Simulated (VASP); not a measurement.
# CoSn3 (Pm-3m) in VASP: a series of runs

CoSn3 is run at these levels: PBEsol; tasks: single point.

Everything below comes from runs of VASP 6.6.1. Logs are shortened: lines on timing, memory, paths and dates and some standing lists are left out, and cuts for length are marked.

### 1 The cell of the first run

The structure is cubic, space group Pm-3m (No. 221). The conventional cell has a = 4.398 Å, b = 4.398 Å, c = 4.398 Å, α = 90.00°, β = 90.00°, γ = 90.00°. Within 4.1 Å of Sn (site symmetry 4/mmm) lie 8 Sn at 3.11 Å and 4 Co at 3.11 Å. Co (site symmetry m-3m) has 12 Sn at 3.11 Å within 4.1 Å.

### 2 Single point, PBEsol, collinear spin, ferromagnetic start

INCAR

```
  ALGO = Normal
  EDIFF = 1E-6
  ENCUT = 520
  GGA = PS
  ISIF = 2
  ISMEAR = 0
  ISPIN = 2
  LASPH = True
  LCHARG = False
  LMAXMIX = 4
  LORBIT = 11
  LREAL = False
  LWAVE = False
  MAGMOM = 0.1 0.1 0.1 2.01
  NBANDS = 38
  NELM = 150
  NUPDOWN = 2.25
  PREC = Accurate
  SIGMA = 0.1
```

KPOINTS

```
k-points
0
Gamma
  10 10 10
```

POSCAR

```
CoSn3
1.0
    4.3976643244      0.0000000000      0.0000000000
    0.0000000000      4.3976643244      0.0000000000
    0.0000000000      0.0000000000      4.3976643244
Sn Co
3 1
Direct
    0.0000000000      0.5000000000      0.5000000000
    0.5000000000      0.0000000000      0.5000000000
    0.5000000000      0.5000000000      0.0000000000
    0.0000000000      0.0000000000      0.0000000000
```

Potentials or basis: VASP PAW PBE potentials, release 64 (Sn_d, Co).

Launch:

```console
> cat potpaw_PBE.64/Sn_d/POTCAR potpaw_PBE.64/Co/POTCAR > POTCAR
> mpirun -np 1 vasp_std > vasp.out
```

OUTCAR:

```text
EDIFF = 1E-6
   ENCUT = 520
   GGA = PS
   ISIF = 2
   ISMEAR = 0
   ISPIN = 2
   LASPH = True
   LORBIT = 11
   LREAL = False
   NELM = 150
   NUPDOWN = 2.25
   PREC = Accurate

 ion  position               nearest neighbor table
   1  0.000  0.500  0.500-   2 3.11   3 3.11   4 3.11   3 3.11   4 3.11   2 3.11   4 3.11   4 3.11
                             2 3.11   3 3.11   3 3.11   2 3.11
   2  0.500  0.000  0.500-   1 3.11   3 3.11   4 3.11   3 3.11   4 3.11   1 3.11   3 3.11   3 3.11
                             1 3.11   4 3.11   4 3.11   1 3.11
   3  0.500  0.500  0.000-   1 3.11   2 3.11   4 3.11   1 3.11   2 3.11   2 3.11   4 3.11   2 3.11
                             1 3.11   4 3.11   1 3.11   4 3.11
   4  0.000  0.000  0.000-   1 3.11   2 3.11   3 3.11   1 3.11   2 3.11   1 3.11   3 3.11   1 3.11
                             2 3.11   3 3.11   2 3.11   3 3.11

  LATTYP: Found a simple cubic cell.
 ALAT       =     4.3976643244

  Lattice vectors:

 A1 = (   4.3976643244,   0.0000000000,   0.0000000000)
 A2 = (   0.0000000000,   4.3976643244,   0.0000000000)
 A3 = (   0.0000000000,   0.0000000000,   4.3976643244)

Analysis of symmetry for initial positions (statically):
=====================================================================
 Subroutine PRICEL returns:
 Original cell was already a primitive cell.

 Routine SETGRP: Setting up the symmetry group for a
 simple cubic supercell.

 Subroutine GETGRP returns: Found 48 space group operations
 (whereof 48 operations were pure point group operations)
 out of a pool of 48 trial point group operations.

The static configuration has the point symmetry O_h .

Analysis of symmetry for dynamics (positions and initial velocities):
=====================================================================
 Subroutine PRICEL returns:
 Original cell was already a primitive cell.

 Routine SETGRP: Setting up the symmetry group for a
 simple cubic supercell.

 Subroutine GETGRP returns: Found 48 space group operations
 (whereof 48 operations were pure point group operations)
 out of a pool of 48 trial point group operations.

The dynamic configuration has the point symmetry O_h .

Analysis of structural, dynamic, and magnetic symmetry:
=====================================================================
 Subroutine PRICEL returns:
 Original cell was already a primitive cell.

 Routine SETGRP: Setting up the symmetry group for a
 simple cubic supercell.

 Subroutine GETGRP returns: Found 48 space group operations
 (whereof 48 operations were pure point group operations)
 out of a pool of 48 trial point group operations.

The overall configuration has the point symmetry O_h .

 Subroutine INISYM returns: Found 48 space group operations
 (whereof 48 operations are pure point group operations),
 and found     1 'primitive' translations

----------------------------------------------------------------------------------------

                                     Primitive cell

  volume of cell :      85.0484

  direct lattice vectors                    reciprocal lattice vectors
     4.397664324  0.000000000  0.000000000     0.227393436  0.000000000  0.000000000
     0.000000000  4.397664324  0.000000000     0.000000000  0.227393436  0.000000000
     0.000000000  0.000000000  4.397664324     0.000000000  0.000000000  0.227393436

  length of vectors
     4.397664324  4.397664324  4.397664324     0.227393436  0.227393436  0.227393436

  position of ions in fractional coordinates (direct lattice)
     0.000000000  0.500000000  0.500000000
     0.500000000  0.000000000  0.500000000
     0.500000000  0.500000000  0.000000000
     0.000000000  0.000000000  0.000000000

  ion indices of the primitive-cell ions
   primitive index   ion index
                 1           1
                 2           2
                 3           3
                 4           4

----------------------------------------------------------------------------------------

 KPOINTS: k-points

Automatic generation of k-mesh.
 Grid dimensions read from file:
 generate k-points for:   10   10   10

 Generating k-lattice:

  Cartesian coordinates                     Fractional coordinates (reciprocal lattice)
     0.022739344  0.000000000  0.000000000     0.100000000  0.000000000  0.000000000
     0.000000000  0.022739344  0.000000000     0.000000000  0.100000000  0.000000000
     0.000000000  0.000000000  0.022739344     0.000000000  0.000000000  0.100000000

  Length of vectors
     0.022739344  0.022739344  0.022739344

  Shift w.r.t. Gamma in fractional coordinates (k-lattice)
     0.000000000  0.000000000  0.000000000

 Subroutine IBZKPT returns following result:
 ===========================================

 Found     56 irreducible k-points:

 Following reciprocal coordinates:
            Coordinates               Weight
  0.000000  0.000000  0.000000      1.000000
  0.100000  0.000000  0.000000      6.000000
  0.200000  0.000000  0.000000      6.000000
  0.300000  0.000000  0.000000      6.000000
  0.400000  0.000000  0.000000      6.000000
  0.500000  0.000000  0.000000      3.000000
[... 16 lines left out ...]
  0.200000  0.100000  0.100000     24.000000
  0.300000  0.100000  0.100000     24.000000
 [... further k-points ...]
   k-points           NKPTS =     56   k-points in BZ     NKDIM =     56   number of bands    NBANDS=     38
   number of dos      NEDOS =    301   number of ions     NIONS =      4
   total plane-waves  NPLWV =  46656
   dimension x,y,z NGX =    36 NGY =   36 NGZ =   36
   dimension x,y,z NGXF=    72 NGYF=   72 NGZF=   72
   ions per type =               3   1
   NGX,Y,Z   is equivalent  to a cutoff of  13.61, 13.61, 13.61 a.u.
   NGXF,Y,Z  is equivalent  to a cutoff of  27.22, 27.22, 27.22 a.u.
 SYSTEM =  unknown system
   PREC   = accura    normal or accurate (medium, high low for compatibility)
   ISTART =      0    job   : 0-new  1-cont  2-samecut
   ICHARG =      2    charge: 1-file 2-atom 10-const
   ISPIN  =      2    spin polarized calculation?
   LNONCOLLINEAR =      F non collinear calculations
   LSORBIT =      F    spin-orbit coupling
   LASPH  =      T    aspherical Exc in radial PAW
   ENCUT  =  520.0 eV  38.22 Ry    6.18 a.u.   8.18  8.18  8.18*2*pi/ulx,y,z
   NELM   =    150;   NELMIN=  2; NELMDL= -5     # of ELM steps
   EDIFF  = 0.1E-05   stopping-criterion for ELM
   LREAL  =      F    real-space projection
   EDIFFG = 0.1E-04   stopping-criterion for IOM
   NSW    =      0    number of steps for IOM
   IBRION =     -1    ionic relax: 0-MD 1-quasi-New 2-CG
   NFREE  =      0    steps in history (QN), initial steepest desc. (CG)
   ISIF   =      2    stress and relaxation
   ISYM   =      2    0-nonsym 1-usesym 2-fastsym
   POTIM  = 0.5000    time-step for ionic-motion
   TEBEG  =    0.0;   TEEND  =   0.0 temperature during run
   PSTRESS=    0.0 pullay stress
   NELECT =      51.0000    total number of electrons
   NUPDOWN=       2.2500    fix difference up-down
   EMIN   =  10.00;   EMAX   =-10.00  energy-range for DOS
   EFERMI =   0.00;   METHOD = LEGACY
   ISMEAR =     0;   SIGMA  =   0.10  broadening in eV -4-tet -1-fermi 0-gaus
   EFERMI_NEDOS =   21; number of points for ismear=-14 and -15
   IALGO  =     38    algorithm
   IMIX   =      4    mixing-type and parameters
     AMIX     =   0.40;   BMIX     =  1.00
     AMIX_MAG =   1.60;   BMIX_MAG =  1.00
  volume/ion in A,a.u.               =      21.26       143.48
  Fermi-wavevector in a.u.,A,eV,Ry     =   1.380520  2.608805 25.930479  1.905836
  Thomas-Fermi vector in A             =   2.505390
   LORBIT       =     11    0 simple, 1 ext, 2 COOP (PROOUT), +10 PAW based schemes
   GGA     = PS    functional components
   LHFCALC =     F    Hartree Fock is set to
   AEXX    =    0.0000 exact exchange contribution
   IVDW    =     0    specifies the selected vdW correction
   LEPSILON=     F    determine dielectric tensor
   LRPA    =     F    only Hartree local field effects (RPA)
 spin polarized calculation
 Gauss-broadening in eV      SIGMA  =   0.10
  energy-cutoff  :      520.00
  volume of cell :       85.05
 maximum number of plane-waves:      2320
 NGX is ok and might be reduce to    36
   NGX = 17   NGY = 17   NGZ = 17

 number of electron      50.9999991 magnetization       2.2499997

 Free energy of the ion-electron system (eV)
  ---------------------------------------------------
  ext. energy  EPLUGINS =         0.00000000
  ---------------------------------------------------
  free energy    TOTEN  =       -18.62920228 eV

  energy without entropy =      -18.60172390  energy(sigma->0) =      -18.61546309

 E-fermi :   9.0595     XC(G=0): -11.3194

 val. band max:        9.6782381194   @ k =   0.3000   0.1000   0.0000
 cond. band min:       9.0728347625   @ k =   0.3000   0.2000   0.1000
 fundamental gap:     -0.6054033569
 Fermi energy:         9.6896275780

 spin component 1

 k-point     1 :       0.0000    0.0000    0.0000
  band No.  band energies     occupation
      1     -12.3528      1.00000
      2     -12.3528      1.00000
      3     -12.3528      1.00000
      4     -12.3373      1.00000
      5     -12.1603      1.00000
      6     -12.1603      1.00000
[... 949 lines left out ...]
     36      18.5213      0.00000
     37      19.4137      0.00000

 [... further k-points ...]

 spin component 2

 k-point     1 :       0.0000    0.0000    0.0000
  band No.  band energies     occupation
      1     -12.3224      1.00000
      2     -12.3224      1.00000
      3     -12.3224      1.00000
      4     -12.3032      1.00000
      5     -12.1376      1.00000
      6     -12.1376      1.00000
[... 949 lines left out ...]
     36      18.7790      0.00000
     37      19.5794      0.00000

 [... further k-points ...]

 [bands above 37 left out]

------------------------ aborting loop because EDIFF is reached ----------------------------------------

  FORCE on cell =-STRESS in cart. coord.  units (eV):
  Direction    XX          YY          ZZ          XY          YZ          ZX
  --------------------------------------------------------------------------------------
  -------------------------------------------------------------------------------------
  Total        0.7064192      0.7064192      0.7064192      0.0000000      0.0000000     -0.0000000
  in kB       13.3078171     13.3078171     13.3078171      0.0000000      0.0000000     -0.0000000
  external PRESSURE =      13.3078171 kB  Pullay stress =       0.0000000 kB

 VOLUME and BASIS-vectors are now :
 -----------------------------------------------------------------------------
  energy-cutoff  :      520.00
  volume of cell :       85.05
      direct lattice vectors                 reciprocal lattice vectors
     4.397664324  0.000000000  0.000000000     0.227393436  0.000000000  0.000000000
     0.000000000  4.397664324  0.000000000     0.000000000  0.227393436  0.000000000
     0.000000000  0.000000000  4.397664324     0.000000000  0.000000000  0.227393436

 POSITION                                       TOTAL-FORCE (eV/Angst)
 -----------------------------------------------------------------------------------
      0.00000      2.19883      2.19883         0.000000      0.000000      0.000000
      2.19883      0.00000      2.19883         0.000000      0.000000      0.000000
      2.19883      2.19883      0.00000         0.000000      0.000000      0.000000
      0.00000      0.00000      0.00000         0.000000      0.000000      0.000000
 -----------------------------------------------------------------------------------
    total drift:                                0.000000      0.000000      0.000000

  FREE ENERGIE OF THE ION-ELECTRON SYSTEM (eV)
  ---------------------------------------------------
  free  energy   TOTEN  =       -18.6292022772 eV

  energy  without entropy=      -18.6017239003  energy(sigma->0) =      -18.61546309

 total charge

# of ion       s       p       d       tot
------------------------------------------
    1        1.252   1.014  10.014  12.280
    2        1.252   1.014  10.014  12.280
    3        1.252   1.014  10.014  12.280
    4        0.345   0.204   7.279   7.828
--------------------------------------------------
tot          4.099   3.247  37.322  44.668

 magnetization (x)

# of ion       s       p       d       tot
------------------------------------------
    1        0.041   0.044   0.008   0.093
    2        0.041   0.044   0.008   0.093
    3        0.041   0.044   0.008   0.093
    4        0.042   0.029   1.703   1.773
--------------------------------------------------
tot          0.165   0.160   1.727   2.053
```

Run time: 4.3 min. Hardware: 1 thread of Intel Xeon Platinum 8259CL at 2.50GHz (Skylake/Cascade Lake), shared host; peak memory 0.41 GiB.

Results:

```yaml
Free_energy: -18.6292 eV
Pressure: 1.3 GPa
Net_moment: 2.25 μB per cell
Site_moments: Sn +0.09; Co +1.77 μB
Valence_electrons_inside_the_program's_atomic_spheres: Sn 12.28; Co 7.83
```

Caveat: the PAW data sets were made with another functional, which shifts forces and pressure a little; spin-orbit coupling is left out, which moves the levels of the heavy elements; the total moment is fixed, so each spin has its own Fermi level and the state may be an excited one.

### 3 Single point, PBEsol, collinear spin, ferromagnetic start

INCAR

```
PREC = Accurate
ENCUT = 520
EDIFF = 1E-7
ISMEAR = 0
SIGMA = 0.1
LREAL = F
LASPH = T
NELM = 150
ALGO = Normal
ISIF = 2
LWAVE = F
LCHARG = F
ISPIN = 2
MAGMOM = 0.14 0.14 0.14 2.18
LORBIT = 11
NUPDOWN = 2.62
LMAXMIX = 4
GGA = PS
NBANDS = 38
```

KPOINTS

```
Automatic mesh
0
Gamma
  10 10 10
```

POSCAR is that of step 2.

Potentials or basis: VASP PAW PBE potentials, release 64 (Sn_d, Co).

Launch:

```console
> cat potpaw_PBE.64/Sn_d/POTCAR potpaw_PBE.64/Co/POTCAR > POTCAR
> mpirun -np 1 vasp_std > vasp.out
```

OUTCAR:

```text
PREC = Accurate
   ENCUT = 520
   EDIFF = 1E-7
   ISMEAR = 0
   LREAL = F
   LASPH = T
   NELM = 150
   ISIF = 2
   ISPIN = 2
   LORBIT = 11
   NUPDOWN = 2.62
   GGA = PS

 ion  position               nearest neighbor table
   1  0.000  0.500  0.500-   2 3.11   3 3.11   4 3.11   3 3.11   4 3.11   2 3.11   4 3.11   4 3.11
                             2 3.11   3 3.11   3 3.11   2 3.11
   2  0.500  0.000  0.500-   1 3.11   3 3.11   4 3.11   3 3.11   4 3.11   1 3.11   3 3.11   3 3.11
                             1 3.11   4 3.11   4 3.11   1 3.11
[... 2157 lines left out ...]
  volume of cell :       85.05
      direct lattice vectors                 reciprocal lattice vectors
     4.397664324  0.000000000  0.000000000     0.227393436  0.000000000  0.000000000
     0.000000000  4.397664324  0.000000000     0.000000000  0.227393436  0.000000000
     0.000000000  0.000000000  4.397664324     0.000000000  0.000000000  0.227393436

 POSITION                                       TOTAL-FORCE (eV/Angst)
 -----------------------------------------------------------------------------------
      0.00000      2.19883      2.19883         0.000000      0.000000      0.000000
      2.19883      0.00000      2.19883         0.000000      0.000000      0.000000
      2.19883      2.19883      0.00000         0.000000      0.000000      0.000000
      0.00000      0.00000      0.00000         0.000000      0.000000      0.000000
 -----------------------------------------------------------------------------------
    total drift:                                0.000000      0.000000      0.000000

  FREE ENERGIE OF THE ION-ELECTRON SYSTEM (eV)
  ---------------------------------------------------
  free  energy   TOTEN  =       -18.4941746094 eV

  energy  without entropy=      -18.4721720861  energy(sigma->0) =      -18.48317335

 total charge

# of ion       s       p       d       tot
------------------------------------------
    1        1.249   1.018  10.015  12.282
    2        1.249   1.018  10.015  12.282
    3        1.249   1.018  10.015  12.282
    4        0.352   0.209   7.251   7.812
--------------------------------------------------
tot          4.100   3.263  37.297  44.659

 magnetization (x)

# of ion       s       p       d       tot
------------------------------------------
    1        0.050   0.071   0.013   0.134
    2        0.050   0.071   0.013   0.134
    3        0.050   0.071   0.013   0.134
    4        0.054   0.037   1.822   1.913
--------------------------------------------------
tot          0.204   0.249   1.862   2.315
```

OSZICAR:

```text
N       E                     dE             d eps       ncg     rms          rms(c)
DAV:   1     0.500188522295E+03    0.50019E+03   -0.23318E+04  8948   0.213E+03
DAV:   2     0.527280022989E+02   -0.44746E+03   -0.43069E+03  8512   0.537E+02
DAV:   3    -0.168309979474E+02   -0.69559E+02   -0.67640E+02  9296   0.178E+02
DAV:   4    -0.201092356432E+02   -0.32782E+01   -0.32619E+01  9878   0.421E+01
DAV:   5    -0.202252183119E+02   -0.11598E+00   -0.11596E+00 12054   0.724E+00    0.150E+01
DAV:   6    -0.349266320774E+02   -0.14701E+02   -0.60563E+01  9814   0.666E+01    0.428E+01
DAV:   7    -0.194889823949E+02    0.15438E+02   -0.19255E+01  9450   0.446E+01    0.110E+01
DAV:   8    -0.184589446168E+02    0.10300E+01   -0.29007E+00 10508   0.148E+01    0.267E+00
DAV:   9    -0.185023404283E+02   -0.43396E-01   -0.39228E-01  9548   0.400E+00    0.106E+00
DAV:  10    -0.184957199564E+02    0.66205E-02   -0.23099E-02 10656   0.104E+00    0.432E-01
DAV:  11    -0.184944858531E+02    0.12341E-02   -0.26630E-03 10996   0.354E-01    0.264E-01
DAV:  12    -0.184943539574E+02    0.13190E-03   -0.36464E-04 10548   0.160E-01    0.167E-01
DAV:  13    -0.184942113343E+02    0.14262E-03   -0.10899E-04 10468   0.117E-01    0.797E-02
DAV:  14    -0.184941782609E+02    0.33073E-04   -0.37292E-05 10980   0.534E-02    0.287E-02
DAV:  15    -0.184941743857E+02    0.38753E-05   -0.16010E-05 10358   0.348E-02    0.796E-03
DAV:  16    -0.184941746643E+02   -0.27867E-06   -0.25360E-06  8548   0.936E-03    0.572E-03
DAV:  17    -0.184941746094E+02    0.54905E-07   -0.12194E-07  6170   0.336E-03
   1 F= -.18494175E+02 E0= -.18483173E+02  d E =-.220025E-01  mag=     2.6200
```

It took 7.5 min on 1 thread of Intel Xeon 8259CL, shared host; peak memory 0.42 GiB.

What came out:

```
Free energy                                           : -18.4942 eV
Pressure                                              : 1.8 GPa
Net moment                                            : 2.62 μB per cell
Site moments                                          : Sn +0.13; Co +1.91 μB
Valence electrons inside the program's atomic spheres : Sn 12.28; Co 7.81
```

Caveat: the PAW data sets were made with another functional, which shifts forces and pressure a little; spin-orbit coupling is left out, which moves the levels of the heavy elements; the total moment is fixed, so each spin has its own Fermi level and the state may be an excited one.
